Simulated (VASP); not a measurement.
Crystal: Ru.

```xyz
2
Lattice="2.6775 0.0000 0.0000 -1.3388 2.3188 0.0000 0.0000 0.0000 4.2181" Properties=species:S:1:pos:R:3 pbc="T T T"
Ru    0.0000    1.5459    1.0545
Ru    1.3388    0.7729    3.1636
```

Base run:

| Property | Result |
| --- | --- |
| Program | VASP 6.6.1 |
| Functional | LDA |
| Potentials or basis | VASP PAW LDA potentials, release 64 (Ru_pv) |
| Cutoff | 520 eV |
| k mesh | 13 × 13 × 8 |
| Occupations | methfessel-paxton, width 0.3 eV |
| Spin | no spin polarisation |

Its results: band gap on the k mesh zero (bands 14 and 15 overlap by 3.28 eV); pressure 0.7 GPa.

Task: The run is repeated on the same cell with these changes: occupations from methfessel-paxton, width 0.3 eV to methfessel-paxton, width 1 eV. What comes out?

Result: Band gap on the k mesh zero (bands 14 and 15 overlap by 3.29 eV); pressure -0.1 GPa.

Caveats: so wide a smearing shifts energies and pressures.
